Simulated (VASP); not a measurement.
# WSe2 (P6_3/mmc) in VASP: a series of runs

Runs on WSe2. Level: PBE+D3(BJ). Tasks: single point, relaxation of shape and atoms at fixed volume.

All numbers are computed with VASP 6.6.1; they aren't measurements. Logs are shortened: lines on timing, memory, paths and dates and some standing lists are left out, and cuts for length are marked.

**What was measured.**

“Time-resolved XUV ARPES with tunable 24–33 eV laser pulses at 30 meV resolution”, 2019, pmc:6684652 reports, for a bulk crystal of WSe2: band gap 1.3 eV (indirect).

The runs below are set against these values where they give the same quantity.

**1. The cell of the first run**

The structure is hexagonal, space group P6_3/mmc (No. 194). Conventional cell: a = 3.291 Å, b = 3.291 Å, c = 12.966 Å, α = 90.00°, β = 90.00°, γ = 120.00°. W (site symmetry -6m2) has 6 Se at 2.54 Å and 6 W at 3.29 Å within 3.3 Å. Within 3.4 Å of Se (site symmetry 3m) lie 3 W at 2.54 Å and 7 Se at 3.29 to 3.37 Å.

**2. Single point, PBE+D3(BJ)**

INCAR

```
  PREC = Accurate
  ENCUT = 520
  EDIFF = 1E-6
  ISMEAR = 0
  SIGMA = 0.05
  LREAL = False
  LASPH = True
  NELM = 80
  ALGO = Normal
  ISIF = 2
  LWAVE = False
  LCHARG = False
  GGA = PE
  IVDW = 12
  NBANDS = 35
```

KPOINTS

```
Automatic mesh
0
Gamma
  8 8 2
```

POSCAR

```
WSe2
1.0
    3.2905016164      0.0000000000      0.0000000000
   -1.6452508082      2.8496579910      0.0000000000
    0.0000000000      0.0000000000     12.9660459106
W Se
2 4
Direct
    0.3333333333      0.6666666667      0.2500000000
    0.6666666667      0.3333333333      0.7500000000
    0.3333333333      0.6666666667      0.6202201459
    0.6666666667      0.3333333333      0.1202201459
    0.3333333333      0.6666666667      0.8797798541
    0.6666666667      0.3333333333      0.3797798541
```

Potentials or basis: VASP PAW PBE potentials, release 64 (W_sv, Se).

The run is started by

```
$ cat potpaw_PBE.64/W_sv/POTCAR potpaw_PBE.64/Se/POTCAR > POTCAR
$ mpirun -np 1 vasp_std > vasp.out
```

OUTCAR:

```text
PREC = Accurate
   ENCUT = 520
   EDIFF = 1E-6
   ISMEAR = 0
   LREAL = False
   LASPH = True
   NELM = 80
   ISIF = 2
   GGA = PE
   IVDW = 12
 IVDW          = 12

 ion  position               nearest neighbor table
   1  0.333  0.667  0.250-   4 2.54   6 2.54   4 2.54   6 2.54   4 2.54   6 2.54
   2  0.667  0.333  0.750-   3 2.54   5 2.54   3 2.54   5 2.54   3 2.54   5 2.54
   3  0.333  0.667  0.620-   2 2.54   2 2.54   2 2.54
   4  0.667  0.333  0.120-   1 2.54   1 2.54   1 2.54
   5  0.333  0.667  0.880-   2 2.54   2 2.54   2 2.54
   6  0.667  0.333  0.380-   1 2.54   1 2.54   1 2.54

  LATTYP: Found a hexagonal cell.
 ALAT       =     3.2905016164
 C/A-ratio  =     3.9404466012

  Lattice vectors:

 A1 = (   3.2905016164,   0.0000000000,   0.0000000000)
 A2 = (  -1.6452508082,   2.8496579910,   0.0000000000)
 A3 = (   0.0000000000,   0.0000000000,  12.9660459106)

Analysis of symmetry for initial positions (statically):
=====================================================================
 Subroutine PRICEL returns:
 Original cell was already a primitive cell.

 Routine SETGRP: Setting up the symmetry group for a
 hexagonal supercell.

 Subroutine GETGRP returns: Found 24 space group operations
 (whereof 12 operations were pure point group operations)
 out of a pool of 24 trial point group operations.

The static configuration has the point symmetry D_3d.
 The point group associated with its full space group is D_6h.

Analysis of symmetry for dynamics (positions and initial velocities):
=====================================================================
 Subroutine PRICEL returns:
 Original cell was already a primitive cell.

 Routine SETGRP: Setting up the symmetry group for a
 hexagonal supercell.

 Subroutine GETGRP returns: Found 24 space group operations
 (whereof 12 operations were pure point group operations)
 out of a pool of 24 trial point group operations.

The dynamic configuration has the point symmetry D_3d.
 The point group associated with its full space group is D_6h.

 Subroutine INISYM returns: Found 24 space group operations
 (whereof 12 operations are pure point group operations),
 and found     1 'primitive' translations

----------------------------------------------------------------------------------------

                                     Primitive cell

  volume of cell :     121.5801

  direct lattice vectors                    reciprocal lattice vectors
     3.290501616  0.000000000  0.000000000     0.303905032  0.175459652  0.000000000
    -1.645250808  2.849657991  0.000000000     0.000000000  0.350919304  0.000000000
     0.000000000  0.000000000 12.966045911     0.000000000  0.000000000  0.077124515

  length of vectors
     3.290501616  3.290501616 12.966045911     0.350919304  0.350919304  0.077124515

  position of ions in fractional coordinates (direct lattice)
     0.333333333  0.666666667  0.250000000
     0.666666667  0.333333333  0.750000000
     0.333333333  0.666666667  0.620220146
     0.666666667  0.333333333  0.120220146
     0.333333333  0.666666667  0.879779854
     0.666666667  0.333333333  0.379779854

  ion indices of the primitive-cell ions
   primitive index   ion index
                 1           1
                 2           2
                 3           3
                 4           4
                 5           5
                 6           6

----------------------------------------------------------------------------------------

 KPOINTS: Automatic mesh

Automatic generation of k-mesh.
 Grid dimensions read from file:
 generate k-points for:    8    8    2

 Generating k-lattice:

  Cartesian coordinates                     Fractional coordinates (reciprocal lattice)
     0.037988129  0.021932457  0.000000000     0.125000000  0.000000000  0.000000000
     0.000000000  0.043864913  0.000000000     0.000000000  0.125000000  0.000000000
     0.000000000  0.000000000  0.038562257     0.000000000  0.000000000  0.500000000

  Length of vectors
     0.043864913  0.043864913  0.038562257

  Shift w.r.t. Gamma in fractional coordinates (k-lattice)
     0.000000000  0.000000000  0.000000000

 Subroutine IBZKPT returns following result:
 ===========================================

 Found     20 irreducible k-points:

 Following reciprocal coordinates:
            Coordinates               Weight
  0.000000  0.000000  0.000000      1.000000
  0.125000  0.000000  0.000000      6.000000
  0.250000  0.000000  0.000000      6.000000
  0.375000 -0.000000  0.000000      6.000000
  0.500000  0.000000  0.000000      3.000000
  0.125000  0.125000  0.000000      6.000000
[... 12 lines left out ...]
  0.250000  0.250000  0.500000      6.000000
  0.375000  0.250000  0.500000      6.000000
   k-points           NKPTS =     20   k-points in BZ     NKDIM =     20   number of bands    NBANDS=     35
   number of dos      NEDOS =    301   number of ions     NIONS =      6
   total plane-waves  NPLWV =  55296
   dimension x,y,z NGX =    24 NGY =   24 NGZ =   96
   dimension x,y,z NGXF=    48 NGYF=   48 NGZF=  192
   ions per type =               2   4
   NGX,Y,Z   is equivalent  to a cutoff of  12.13, 12.13, 12.31 a.u.
   NGXF,Y,Z  is equivalent  to a cutoff of  24.25, 24.25, 24.62 a.u.
 SYSTEM =  unknown system
   PREC   = accura    normal or accurate (medium, high low for compatibility)
   ISTART =      0    job   : 0-new  1-cont  2-samecut
   ICHARG =      2    charge: 1-file 2-atom 10-const
   ISPIN  =      1    spin polarized calculation?
   LNONCOLLINEAR =      F non collinear calculations
   LSORBIT =      F    spin-orbit coupling
   LASPH  =      T    aspherical Exc in radial PAW
   ENCUT  =  520.0 eV  38.22 Ry    6.18 a.u.   6.12  6.12 24.11*2*pi/ulx,y,z
   NELM   =     80;   NELMIN=  2; NELMDL= -5     # of ELM steps
   EDIFF  = 0.1E-05   stopping-criterion for ELM
   LREAL  =      F    real-space projection
   EDIFFG = 0.1E-04   stopping-criterion for IOM
   NSW    =      0    number of steps for IOM
   IBRION =     -1    ionic relax: 0-MD 1-quasi-New 2-CG
   NFREE  =      0    steps in history (QN), initial steepest desc. (CG)
   ISIF   =      2    stress and relaxation
   ISYM   =      2    0-nonsym 1-usesym 2-fastsym
   POTIM  = 0.5000    time-step for ionic-motion
   TEBEG  =    0.0;   TEEND  =   0.0 temperature during run
   PSTRESS=    0.0 pullay stress
   NELECT =      52.0000    total number of electrons
   NUPDOWN=      -1.0000    fix difference up-down
   EMIN   =  10.00;   EMAX   =-10.00  energy-range for DOS
   EFERMI =   0.00;   METHOD = LEGACY
   ISMEAR =     0;   SIGMA  =   0.05  broadening in eV -4-tet -1-fermi 0-gaus
   EFERMI_NEDOS =   21; number of points for ismear=-14 and -15
   IALGO  =     38    algorithm
   IMIX   =      4    mixing-type and parameters
     AMIX     =   0.40;   BMIX     =  1.00
     AMIX_MAG =   1.60;   BMIX_MAG =  1.00
  volume/ion in A,a.u.               =      20.26       136.74
  Fermi-wavevector in a.u.,A,eV,Ry     =   1.233451  2.330884 20.699914  1.521401
  Thomas-Fermi vector in A             =   2.368180
   LORBIT       =      0    0 simple, 1 ext, 2 COOP (PROOUT), +10 PAW based schemes
   GGA     = PE    functional components
   LHFCALC =     F    Hartree Fock is set to
   AEXX    =    0.0000 exact exchange contribution
   IVDW    =    12    specifies the selected vdW correction
   LEPSILON=     F    determine dielectric tensor
   LRPA    =     F    only Hartree local field effects (RPA)
 non-spin polarized calculation
 Gauss-broadening in eV      SIGMA  =   0.05
  energy-cutoff  :      520.00
  volume of cell :      121.58
 maximum number of plane-waves:      3306
   NGX = 13   NGY = 13   NGZ = 49

 number of electron      51.9999989 magnetization

 Free energy of the ion-electron system (eV)
  ---------------------------------------------------
  ext. energy  EPLUGINS =         0.00000000
  ---------------------------------------------------
  free energy    TOTEN  =       -43.13315459 eV

  energy without entropy =      -43.13315459  energy(sigma->0) =      -43.13315459

 E-fermi :   6.5412     XC(G=0): -10.7670

 val. band max:        6.2550018849   @ k =   0.0000   0.0000   0.0000
 cond. band min:       7.3269855382   @ k =   0.2500   0.1250   0.0000
 fundamental gap:      1.0719836533
 Fermi energy:         6.5411645982

 k-point     1 :       0.0000    0.0000    0.0000
  band No.  band energies     occupation
      1     -68.0693      2.00000
      2     -68.0693      2.00000
      3     -32.3112      2.00000
      4     -32.3111      2.00000
      5     -32.1842      2.00000
      6     -32.1842      2.00000
[... 27 lines left out ...]
     34       9.1895      0.00000
     35      10.7526      0.00000

 k-point     2 :       0.1250    0.0000    0.0000
  band No.  band energies     occupation
      1     -68.0679      2.00000
      2     -68.0679      2.00000
      3     -32.3047      2.00000
      4     -32.3047      2.00000
      5     -32.2184      2.00000
      6     -32.2184      2.00000
[... 27 lines left out ...]
     34       9.3682      0.00000
     35      11.8662      0.00000

 k-point     3 :       0.2500    0.0000    0.0000
  band No.  band energies     occupation
      1     -68.0642      2.00000
      2     -68.0642      2.00000
      3     -32.3001      2.00000
      4     -32.3001      2.00000
      5     -32.2890      2.00000
      6     -32.2889      2.00000
[... 27 lines left out ...]
     34      10.0657      0.00000
     35      12.5865      0.00000
[... 571 lines left out ...]
 k-point    19 :       0.2500    0.2500    0.5000
  band No.  band energies     occupation
      1     -68.0591      2.00000
      2     -68.0591      2.00000
      3     -32.3713      2.00000
      4     -32.3713      2.00000
      5     -32.2821      2.00000
      6     -32.2821      2.00000
[... 27 lines left out ...]
     34      10.5461      0.00000
     35      12.2257      0.00000

 k-point    20 :       0.3750    0.2500    0.5000
  band No.  band energies     occupation
      1     -68.0581      2.00000
      2     -68.0581      2.00000
      3     -32.3740      2.00000
      4     -32.3740      2.00000
      5     -32.3087      2.00000
      6     -32.3087      2.00000
[... 27 lines left out ...]
     34      10.5409      0.00000
     35      11.9696      0.00000

------------------------ aborting loop because EDIFF is reached ----------------------------------------

 Edisp (eV)   -2.79121

 E8    (eV) :    -1.2449

  FORCE on cell =-STRESS in cart. coord.  units (eV):
  Direction    XX          YY          ZZ          XY          YZ          ZX
  --------------------------------------------------------------------------------------
  -------------------------------------------------------------------------------------
  Total      -0.52816    -0.52816    -0.39800     0.00000     0.00000     0.00000
  in kB      -6.96002    -6.96002    -5.24484     0.00000     0.00000     0.00000
  external pressure =       -6.39 kB  Pullay stress =        0.00 kB

 VOLUME and BASIS-vectors are now :
 -----------------------------------------------------------------------------
  energy-cutoff  :      520.00
  volume of cell :      121.58
      direct lattice vectors                 reciprocal lattice vectors
     3.290501616  0.000000000  0.000000000     0.303905032  0.175459652  0.000000000
    -1.645250808  2.849657991  0.000000000     0.000000000  0.350919304  0.000000000
     0.000000000  0.000000000 12.966045911     0.000000000  0.000000000  0.077124515

 POSITION                                       TOTAL-FORCE (eV/Angst)
 -----------------------------------------------------------------------------------
     -0.00000      1.89977      3.24151         0.000000     -0.000000      0.000000
      1.64525      0.94989      9.72453        -0.000000      0.000000      0.000000
     -0.00000      1.89977      8.04180         0.000000     -0.000000     -0.043366
      1.64525      0.94989      1.55878        -0.000000      0.000000     -0.043366
     -0.00000      1.89977     11.40727         0.000000     -0.000000      0.043366
      1.64525      0.94989      4.92424        -0.000000      0.000000      0.043366
 -----------------------------------------------------------------------------------
    total drift:                               -0.000000      0.000000     -0.000000

  FREE ENERGIE OF THE ION-ELECTRON SYSTEM (eV)
  ---------------------------------------------------
  free  energy   TOTEN  =       -45.9243605383 eV

  energy  without entropy=      -45.9243605383  energy(sigma->0) =      -45.92436054
```

Wall time 56 s (1 thread of Intel Xeon Platinum 8375C at 2.90GHz (Ice Lake), shared host); peak memory 0.27 GiB.

Results:

| Item | Value |
| --- | --- |
| Free energy | -45.9244 eV |
| Pressure | -0.6 GPa |
| Largest force | 0.043 eV/Å |
| Band gap on the k mesh | 1.07 eV (least direct gap 1.89 eV) |
| Dispersion energy per atom | -0.465 eV |

Forces on the atoms (eV/Å):
```
W    0.000  0.000  0.000
W    0.000  0.000  0.000
Se   0.000  0.000 -0.043
Se   0.000  0.000 -0.043
Se   0.000  0.000  0.043
Se   0.000  0.000  0.043
```

Stress tensor (GPa, compression positive):
```
-0.70  0.00  0.00
 0.00 -0.70  0.00
 0.00  0.00 -0.52
```

Levels at points of the mesh, in eV from the valence-band top:
```tsv
k point	band 22	band 23	band 24	band 25	band 26	band 27	band 28	band 29	band 30	band 31
(0.00, 0.00, 0.00)	-1.45	-1.45	-1.11	-1.04	0.00	2.64	2.64	2.70	2.70	2.72
(0.50, 0.00, 0.00)	-2.40	-1.42	-1.33	-1.26	-1.07	2.15	2.19	2.31	2.67	2.95
(0.00, 0.00, 0.50)	-1.48	-1.48	-1.48	-0.21	-0.21	2.65	2.65	2.65	2.65	2.85
(0.50, 0.00, 0.50)	-2.55	-1.32	-1.32	-1.20	-1.20	2.16	2.16	2.52	2.52	3.36
```

Caveat: spin-orbit coupling is left out, which moves the levels of the heavy elements.

**3. Relaxation of shape and atoms at fixed volume, PBE+D3(BJ)**

INCAR

```
PREC = Accurate
ENCUT = 600
EDIFF = 1E-6
ISMEAR = 0
SIGMA = 0.05
LREAL = F
LASPH = T
NELM = 60
ALGO = Normal
ISIF = 4
LWAVE = F
LCHARG = F
GGA = PE
IVDW = 12
IBRION = 2
NSW = 60
EDIFFG = -0.01
```

KPOINTS

```
regular mesh
0
Gamma
  8 8 2
```

POSCAR

```
WSe2
1.0
    3.2900000000      0.0000000000      0.0000000000
   -1.6450000000      2.8492235785      0.0000000000
    0.0000000000      0.0000000000     12.9700000000
W Se
2 4
Direct
    0.3333333333      0.6666666667      0.2500000000
    0.6666666667      0.3333333333      0.7500000000
    0.3333333333      0.6666666667      0.6210000000
    0.6666666667      0.3333333333      0.1210000000
    0.3333333333      0.6666666667      0.8790000000
    0.6666666667      0.3333333333      0.3790000000
```

Potentials or basis: VASP PAW PBE potentials, release 64 (W_sv, Se).

The run is started by

```
$ cat potpaw_PBE.64/W_sv/POTCAR potpaw_PBE.64/Se/POTCAR > POTCAR
$ mpirun -np 1 vasp_std > vasp.out
```

It took 4.1 min on 1 thread of Intel Xeon Platinum 8375C at 2.90GHz (Ice Lake), shared host; peak memory 0.34 GiB.

The run converged. Its results:

| Quantity | Value |
| --- | --- |
| Free energy | -45.9253 eV |
| Energy gained by relaxing | 0.9 meV/atom |
| Ionic steps | 5 |
| Pressure after relaxing | -0.8 GPa |
| Band gap on the k mesh | 1.07 eV (least direct gap 1.89 eV) |
| Dispersion energy per atom | -0.465 eV |

The path:
```csv
step,energy change (eV),largest force (eV/Å),pressure (GPa),volume (Å³)
1,0.0000,0.2216,0.26,121.58
2,-0.0039,0.0430,-0.78,121.58
3,-0.0046,0.0285,-0.50,121.58
4,-0.0050,0.0184,-0.62,121.58
5,-0.0053,0.0012,-0.83,121.58
```

Final structure:
```yaml
crystal:
  lattice:
    - [3.29096, 0.00000, 0.00000]
    - [-1.64548, 2.85006, 0.00000]
    - [0.00000, 0.00000, 12.96242]
  atoms:
    - { symbol: W, position: [0.33333, 0.66667, 0.25000] }
    - { symbol: W, position: [0.66667, 0.33333, 0.75000] }
    - { symbol: Se, position: [0.33333, 0.66667, 0.62002] }
    - { symbol: Se, position: [0.66667, 0.33333, 0.12002] }
    - { symbol: Se, position: [0.33333, 0.66667, 0.87998] }
    - { symbol: Se, position: [0.66667, 0.33333, 0.37998] }
```

Levels at points of the mesh, in eV from the valence-band top:
```
           k point  band 22  band 23  band 24  band 25  band 26  band 27  band 28  band 29  band 30  band 31
(0.00, 0.00, 0.00)    -1.44    -1.44    -1.12    -1.04     0.00     2.64     2.64     2.70     2.70     2.71
(0.50, 0.00, 0.00)    -2.40    -1.42    -1.32    -1.26    -1.06     2.15     2.19     2.30     2.67     2.95
(0.00, 0.00, 0.50)    -1.47    -1.47    -1.47    -0.21    -0.21     2.65     2.65     2.65     2.65     2.85
(0.50, 0.00, 0.50)    -2.55    -1.32    -1.32    -1.19    -1.19     2.17     2.17     2.52     2.52     3.36
```

Caveat: spin-orbit coupling is left out, which moves the levels of the heavy elements.

**4. How close it comes**

Step 2. A measured gap of WSe2 is 1.3 eV (indirect; “Time-resolved XUV ARPES with tunable 24–33 eV laser pulses at 30 meV resolution”, 2019, pmc:6684652); the calculated 1.07 eV misses it by -0.23 eV. Spin-orbit coupling on Se, W is left out. The value is that of PBE+D3(BJ) on a finite k mesh, which can miss the band edges, without temperature or zero-point motion. Semilocal functionals fall short of measured gaps as a rule.
